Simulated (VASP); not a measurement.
Set up this calculation in VASP 6.6.1, as the native input.

```yaml
Task: single point
Functional: PBEsol
Potentials_or_basis: VASP PAW PBE potentials, release 64 (Hf_pv, C)
Cutoff: 520 eV
k_mesh: 16 × 16 × 16
Occupations: gaussian, width 0.1 eV
Spin: no spin polarisation
Dipole_correction: no
Further_INCAR_settings: ALGO = Normal; EDIFF = 1e-06; NBANDS = 14
```

The structure of HfC lies in POSCAR:

```
HfC
1.0
    0.0000000000      2.3036603898      2.3036603898
    2.3036603898      0.0000000000      2.3036603898
    2.3036603898      2.3036603898      0.0000000000
Hf C
1 1
Direct
    0.5000000000      0.5000000000      0.5000000000
    0.0000000000      0.0000000000      0.0000000000
```

These files were run (other wordings do the same):

INCAR

```
PREC = Accurate
ENCUT = 520
EDIFF = 1E-6
ISMEAR = 0
SIGMA = 0.1
LREAL = F
LASPH = T
NELM = 60
ALGO = Normal
ISIF = 2
LWAVE = F
LCHARG = T
GGA = PS
LELF = T
LVHAR = T
NBANDS = 14
```

KPOINTS

```
regular mesh
0
Gamma
  16 16 16
```

Potentials or basis: VASP PAW PBE potentials, release 64 (Hf_pv, C).

The run is started by

```sh
$ cat potpaw_PBE.64/Hf_pv/POTCAR potpaw_PBE.64/C/POTCAR > POTCAR
$ mpirun -np 1 vasp_std > vasp.out
```

Results of the run:

| Property | Result |
| --- | --- |
| Pressure | -0.4 GPa |
| Band gap on the k mesh | zero (band 7 reaches 7.06 eV, above the bottom of band 8 at 5.60 eV) |

Caveat: the PAW data sets were made with another functional, which shifts forces and pressure a little; spin-orbit coupling is left out, which moves the levels of the heavy elements.

Wall time 13 s on 1 thread of Intel(R) Xeon(R) 6975P-C (Granite Rapids) (shared host), peak memory 0.17 GiB.
